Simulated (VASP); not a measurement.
# MgO (Fm-3m) in VASP: further runs

The runs below take MgO through single point, relaxation of cell and atoms, with LDA.

Everything below comes from runs of VASP 6.6.1. Logs are shortened: lines on timing, memory, paths and dates and some standing lists are left out, and cuts for length are marked.

## 1. The cell of the first run

It takes space group Fm-3m (No. 225, cubic). The conventional cell has a = 4.159 Å, b = 4.159 Å, c = 4.159 Å, α = 90.00°, β = 90.00°, γ = 90.00°. Within 2.8 Å of Mg (site symmetry m-3m) lie 6 O at 2.08 Å. Within 2.8 Å of O (site symmetry m-3m) lie 6 Mg at 2.08 Å.

## 2. Single point, LDA

INCAR reads:

```
SYSTEM = MgO
PREC = Accurate ; ENCUT = 520
EDIFF = 1E-7 ; ISMEAR = -1
SIGMA = 0.05 ; LREAL = .FALSE.
LASPH = .TRUE. ; NELM = 100
ALGO = Normal ; ISIF = 2
LWAVE = .FALSE. ; LCHARG = .FALSE.
GGA = CA ; NBANDS = 11
```

KPOINTS reads:

```
regular mesh
0
G
  20 20 20
  0 0 0
```

POSCAR reads:

```
MgO
1.0
    0.0000000000      2.0795917026      2.0795917026
    2.0795917026      0.0000000000      2.0795917026
    2.0795917026      2.0795917026      0.0000000000
Mg O
1 1
Direct
    0.0000000000      0.0000000000      0.0000000000
    0.5000000000      0.5000000000      0.5000000000
```

Potentials or basis: VASP PAW LDA potentials, release 64 (Mg, O).

On the command line:

```console
$ cat potpaw_LDA.64/Mg/POTCAR potpaw_LDA.64/O/POTCAR > POTCAR
$ mpirun -np 1 vasp_std > vasp.out
```

OUTCAR:

```text
SYSTEM = MgO
   PREC = Accurate
   ENCUT = 520
   EDIFF = 1E-7
   ISMEAR = -1
   LREAL = .FALSE.
   LASPH = .TRUE.
   NELM = 100
   ISIF = 2
   GGA = CA

 ion  position               nearest neighbor table
   1  0.000  0.000  0.000-   2 2.08   2 2.08   2 2.08   2 2.08   2 2.08   2 2.08
   2  0.500  0.500  0.500-   1 2.08   1 2.08   1 2.08   1 2.08   1 2.08   1 2.08

  LATTYP: Found a face centered cubic cell.
 ALAT       =     4.1591834052

  Lattice vectors:

 A1 = (   0.0000000000,   2.0795917026,   2.0795917026)
 A2 = (   2.0795917026,   0.0000000000,   2.0795917026)
 A3 = (   2.0795917026,   2.0795917026,   0.0000000000)

Analysis of symmetry for initial positions (statically):
=====================================================================
 Subroutine PRICEL returns:
 Original cell was already a primitive cell.

 Routine SETGRP: Setting up the symmetry group for a
 face centered cubic supercell.

 Subroutine GETGRP returns: Found 48 space group operations
 (whereof 48 operations were pure point group operations)
 out of a pool of 48 trial point group operations.

The static configuration has the point symmetry O_h .

Analysis of symmetry for dynamics (positions and initial velocities):
=====================================================================
 Subroutine PRICEL returns:
 Original cell was already a primitive cell.

 Routine SETGRP: Setting up the symmetry group for a
 face centered cubic supercell.

 Subroutine GETGRP returns: Found 48 space group operations
 (whereof 48 operations were pure point group operations)
 out of a pool of 48 trial point group operations.

The dynamic configuration has the point symmetry O_h .

 Subroutine INISYM returns: Found 48 space group operations
 (whereof 48 operations are pure point group operations),
 and found     1 'primitive' translations

----------------------------------------------------------------------------------------

                                     Primitive cell

  volume of cell :      17.9872

  direct lattice vectors                    reciprocal lattice vectors
     0.000000000  2.079591703  2.079591703    -0.240431811  0.240431811  0.240431811
     2.079591703  0.000000000  2.079591703     0.240431811 -0.240431811  0.240431811
     2.079591703  2.079591703  0.000000000     0.240431811  0.240431811 -0.240431811

  length of vectors
     2.940986790  2.940986790  2.940986790     0.416440113  0.416440113  0.416440113

  position of ions in fractional coordinates (direct lattice)
     0.000000000  0.000000000  0.000000000
     0.500000000  0.500000000  0.500000000

  ion indices of the primitive-cell ions
   primitive index   ion index
                 1           1
                 2           2

----------------------------------------------------------------------------------------

 KPOINTS: regular mesh

Automatic generation of k-mesh.
 Grid dimensions read from file:
 generate k-points for:   20   20   20

 Generating k-lattice:

  Cartesian coordinates                     Fractional coordinates (reciprocal lattice)
    -0.012021591  0.012021591  0.012021591     0.050000000  0.000000000  0.000000000
     0.012021591 -0.012021591  0.012021591     0.000000000  0.050000000  0.000000000
     0.012021591  0.012021591 -0.012021591     0.000000000  0.000000000  0.050000000

  Length of vectors
     0.020822006  0.020822006  0.020822006

  Shift w.r.t. Gamma in fractional coordinates (k-lattice)
     0.000000000  0.000000000  0.000000000

 Subroutine IBZKPT returns following result:
 ===========================================

 Found    256 irreducible k-points:

 Following reciprocal coordinates:
            Coordinates               Weight
  0.000000  0.000000  0.000000      1.000000
  0.050000  0.000000  0.000000      8.000000
  0.100000  0.000000  0.000000      8.000000
  0.150000  0.000000  0.000000      8.000000
  0.200000  0.000000  0.000000      8.000000
  0.250000  0.000000  0.000000      8.000000
[... 16 lines left out ...]
 -0.400000  0.050000  0.000000     24.000000
 -0.350000  0.050000  0.000000     24.000000
 [... further k-points ...]
   k-points           NKPTS =    256   k-points in BZ     NKDIM =    256   number of bands    NBANDS=     11
   number of dos      NEDOS =    301   number of ions     NIONS =      2
   total plane-waves  NPLWV =  13824
   dimension x,y,z NGX =    24 NGY =   24 NGZ =   24
   dimension x,y,z NGXF=    48 NGYF=   48 NGZF=   48
   ions per type =               1   1
   NGX,Y,Z   is equivalent  to a cutoff of  13.57, 13.57, 13.57 a.u.
   NGXF,Y,Z  is equivalent  to a cutoff of  27.13, 27.13, 27.13 a.u.
 SYSTEM =  MgO
   PREC   = accura    normal or accurate (medium, high low for compatibility)
   ISTART =      0    job   : 0-new  1-cont  2-samecut
   ICHARG =      2    charge: 1-file 2-atom 10-const
   ISPIN  =      1    spin polarized calculation?
   LNONCOLLINEAR =      F non collinear calculations
   LSORBIT =      F    spin-orbit coupling
   LASPH  =      T    aspherical Exc in radial PAW
   ENCUT  =  520.0 eV  38.22 Ry    6.18 a.u.   5.47  5.47  5.47*2*pi/ulx,y,z
   NELM   =    100;   NELMIN=  2; NELMDL= -5     # of ELM steps
   EDIFF  = 0.1E-06   stopping-criterion for ELM
   LREAL  =      F    real-space projection
   EDIFFG = 0.1E-05   stopping-criterion for IOM
   NSW    =      0    number of steps for IOM
   IBRION =     -1    ionic relax: 0-MD 1-quasi-New 2-CG
   NFREE  =      0    steps in history (QN), initial steepest desc. (CG)
   ISIF   =      2    stress and relaxation
   ISYM   =      2    0-nonsym 1-usesym 2-fastsym
   POTIM  = 0.5000    time-step for ionic-motion
   TEBEG  =    0.0;   TEEND  =   0.0 temperature during run
   PSTRESS=    0.0 pullay stress
   NELECT =       8.0000    total number of electrons
   NUPDOWN=      -1.0000    fix difference up-down
   EMIN   =  10.00;   EMAX   =-10.00  energy-range for DOS
   EFERMI =   0.00;   METHOD = LEGACY
   ISMEAR =    -1;   SIGMA  =   0.05  broadening in eV -4-tet -1-fermi 0-gaus
   EFERMI_NEDOS =   21; number of points for ismear=-14 and -15
   IALGO  =     38    algorithm
   IMIX   =      4    mixing-type and parameters
     AMIX     =   0.40;   BMIX     =  1.00
     AMIX_MAG =   1.60;   BMIX_MAG =  1.00
  volume/ion in A,a.u.               =       8.99        60.69
  Fermi-wavevector in a.u.,A,eV,Ry     =   1.249636  2.361469 21.246713  1.561589
  Thomas-Fermi vector in A             =   2.383667
   LORBIT       =      0    0 simple, 1 ext, 2 COOP (PROOUT), +10 PAW based schemes
   GGA     = CA    functional components
   LHFCALC =     F    Hartree Fock is set to
   AEXX    =    0.0000 exact exchange contribution
   IVDW    =     0    specifies the selected vdW correction
   LEPSILON=     F    determine dielectric tensor
   LRPA    =     F    only Hartree local field effects (RPA)
 non-spin polarized calculation
  energy-cutoff  :      520.00
  volume of cell :       17.99
 maximum number of plane-waves:       531
 NGX is ok and might be reduce to    24
   NGX = 11   NGY = 11   NGZ = 11

 number of electron       8.0000000 magnetization

 Free energy of the ion-electron system (eV)
  ---------------------------------------------------
  ext. energy  EPLUGINS =         0.00000000
  ---------------------------------------------------
  free energy    TOTEN  =       -13.44476371 eV

  energy without entropy =      -13.44476371  energy(sigma->0) =      -13.44476371

 E-fermi :   4.2443     XC(G=0): -11.7760

 val. band max:        3.1743500800   @ k =   0.0000   0.0000   0.0000
 cond. band min:       8.2092855201   @ k =   0.0000   0.0000   0.0000
 fundamental gap:      5.0349354402
 Fermi energy:         4.2442926698

 k-point     1 :       0.0000    0.0000    0.0000
  band No.  band energies     occupation
      1     -14.0314      2.00000
      2       3.1744      2.00000
      3       3.1744      2.00000
      4       3.1744      2.00000
      5       8.2093      0.00000
      6      18.9052      0.00000
      7      18.9052      0.00000
      8      18.9052      0.00000
      9      23.0301      0.00000
     10      24.7208      0.00000
     11      24.7208      0.00000

 k-point     2 :       0.0500    0.0000    0.0000
  band No.  band energies     occupation
      1     -14.0014      2.00000
      2       2.9903      2.00000
      3       3.1553      2.00000
      4       3.1553      2.00000
      5       8.3823      0.00000
      6      18.4954      0.00000
      7      18.9719      0.00000
      8      18.9719      0.00000
      9      23.5773      0.00000
     10      24.4926      0.00000
     11      24.4926      0.00000

 k-point     3 :       0.1000    0.0000    0.0000
  band No.  band energies     occupation
      1     -13.9137      2.00000
      2       2.5075      2.00000
      3       3.1006      2.00000
      4       3.1006      2.00000
      5       8.8282      0.00000
      6      17.6691      0.00000
      7      19.1592      0.00000
      8      19.1592      0.00000
      9      24.0225      0.00000
     10      24.0225      0.00000
     11      24.7232      0.00000

 k-point     4 :       0.1500    0.0000    0.0000
  band No.  band energies     occupation
      1     -13.7732      2.00000
      2       1.8542      2.00000
      3       3.0169      2.00000
      4       3.0169      2.00000
      5       9.4074      0.00000
      6      16.8461      0.00000
      7      19.4240      0.00000
      8      19.4240      0.00000
      9      23.5829      0.00000
     10      23.5829      0.00000
     11      25.6094      0.00000
[... 239 lines left out ...]
 k-point    22 :      -0.4500    0.0500    0.0000
  band No.  band energies     occupation
      1     -12.5862      2.00000
      2      -1.6159      2.00000
      3       2.3596      2.00000
      4       2.4641      2.00000
      5      11.2732      0.00000
      6      15.9495      0.00000
      7      19.2539      0.00000
      8      19.6416      0.00000
      9      24.7230      0.00000
     10      25.5703      0.00000
     11      25.6547      0.00000

 k-point    23 :      -0.4000    0.0500    0.0000
  band No.  band energies     occupation
      1     -12.6833      2.00000
      2      -1.3924      2.00000
      3       2.3842      2.00000
      4       2.5142      2.00000
      5      11.2632      0.00000
      6      15.8170      0.00000
      7      19.3275      0.00000
      8      19.7097      0.00000
      9      24.8376      0.00000
     10      24.9251      0.00000
     11      25.4605      0.00000

 k-point    24 :      -0.3500    0.0500    0.0000
  band No.  band energies     occupation
      1     -12.8474      2.00000
      2      -0.9980      2.00000
      3       2.4412      2.00000
      4       2.5910      2.00000
      5      11.2101      0.00000
      6      15.6404      0.00000
      7      19.4456      0.00000
      8      19.8247      0.00000
      9      24.1344      0.00000
     10      24.9192      0.00000
     11      25.1472      0.00000

 [... further k-points ...]
[... 5 lines left out ...]
  --------------------------------------------------------------------------------------
  -------------------------------------------------------------------------------------
  Total       -0.1891383     -0.1891383     -0.1891383     -0.0000000      0.0000000     -0.0000000
  in kB      -16.8471306    -16.8471306    -16.8471306     -0.0000000      0.0000000     -0.0000000
  external PRESSURE =     -16.8471306 kB  Pullay stress =       0.0000000 kB

 VOLUME and BASIS-vectors are now :
 -----------------------------------------------------------------------------
  energy-cutoff  :      520.00
  volume of cell :       17.99
      direct lattice vectors                 reciprocal lattice vectors
     0.000000000  2.079591703  2.079591703    -0.240431811  0.240431811  0.240431811
     2.079591703  0.000000000  2.079591703     0.240431811 -0.240431811  0.240431811
     2.079591703  2.079591703  0.000000000     0.240431811  0.240431811 -0.240431811

 POSITION                                       TOTAL-FORCE (eV/Angst)
 -----------------------------------------------------------------------------------
      0.00000      0.00000      0.00000        -0.000000     -0.000000      0.000000
      2.07959      2.07959      2.07959         0.000000      0.000000      0.000000
 -----------------------------------------------------------------------------------
    total drift:                               -0.000000     -0.000000      0.000000

  FREE ENERGIE OF THE ION-ELECTRON SYSTEM (eV)
  ---------------------------------------------------
  free  energy   TOTEN  =       -13.4447637057 eV

  energy  without entropy=      -13.4447637057  energy(sigma->0) =      -13.44476371
```

Wall time 54 s (1 thread of Intel Xeon 8259CL, shared host); peak memory 0.17 GiB.

What came out:

```
Free energy            : -13.4448 eV
Pressure               : -1.7 GPa
Band gap on the k mesh : 5.03 eV
```

## 3. Relaxation of cell and atoms, LDA

This run uses another cell than the first one, of 9.37 Å³/atom.

INCAR reads:

```
SYSTEM = MgO
ALGO = Normal ; EDIFF = 1E-7
EDIFFG = -0.002 ; ENCUT = 600
IBRION = 2 ; ISIF = 3
ISMEAR = -1 ; LASPH = .TRUE.
LCHARG = .FALSE. ; LREAL = .FALSE.
LWAVE = .FALSE. ; NELM = 80
NSW = 100 ; PREC = Accurate
SIGMA = 0.05
```

KPOINTS reads:

```
k-points
0
G
  20 20 20
  0 0 0
```

POSCAR reads:

```
MgO
1.0
    0.0000000000      2.1085000000      2.1085000000
    2.1085000000      0.0000000000      2.1085000000
    2.1085000000      2.1085000000      0.0000000000
Mg O
1 1
Direct
    0.0000000000      0.0000000000      0.0000000000
    0.5000000000      0.5000000000      0.5000000000
```

Potentials or basis: VASP PAW LDA potentials, release 64 (Mg, O).

On the command line:

```console
$ cat potpaw_LDA.64/Mg/POTCAR potpaw_LDA.64/O/POTCAR > POTCAR
$ mpirun -np 1 vasp_std > vasp.out
```

Wall time 62 s (1 thread of Intel Xeon 8259CL, shared host); peak memory 0.19 GiB.

It converged, with:

| Quantity | Value |
| --- | --- |
| Free energy | -13.4515 eV |
| Relaxed volume | 8.89 Å³/atom |
| Relaxed cell | a = 2.930 Å, b = 2.930 Å, c = 2.930 Å, α = 60.00°, β = 60.00°, γ = 60.00° |
| Space group after relaxing (to 0.1 Å) | Fm-3m (No. 225) |
| Energy gained by relaxing | 13.4 meV/atom |
| Ionic steps | 3 |
| Pressure after relaxing | 0.0 GPa |
| Band gap on the k mesh | 5.15 eV |

Step by step:
| step | energy change (eV) | largest force (eV/Å) | pressure (GPa) | volume (Å³) |
| --- | --- | --- | --- | --- |
| 1 | 0.0000 | 0.0000 | -8.48 | 18.75 |
| 2 | -0.0227 | 0.0000 | 3.71 | 17.43 |
| 3 | -0.0267 | 0.0000 | 0.01 | 17.78 |

Final structure:
```
Mg O
1.0
     0.00000    2.07167    2.07167
     2.07167    0.00000    2.07167
     2.07167    2.07167    0.00000
Mg O
1 1
Direct
  0.00000 0.00000 0.00000
  0.50000 0.50000 0.50000
```

Levels at points of the mesh, in eV from the valence-band top:
```tsv
k point	band 1	band 2	band 3	band 4	band 5	band 6	band 7	band 8
(0.00, 0.00, 0.00)	-17.27	0.00	0.00	0.00	5.15	15.80	15.80	15.80
(0.50, 0.00, 0.00)	-15.78	-4.92	-0.72	-0.72	8.05	12.96	16.51	16.51
(0.50, 0.50, 0.00)	-15.49	-4.36	-1.44	-1.44	8.94	10.25	13.42	19.39
```

A k mesh can miss the band edges. LDA usually gives volumes a few per cent too small.

[end of part 1 of 2]
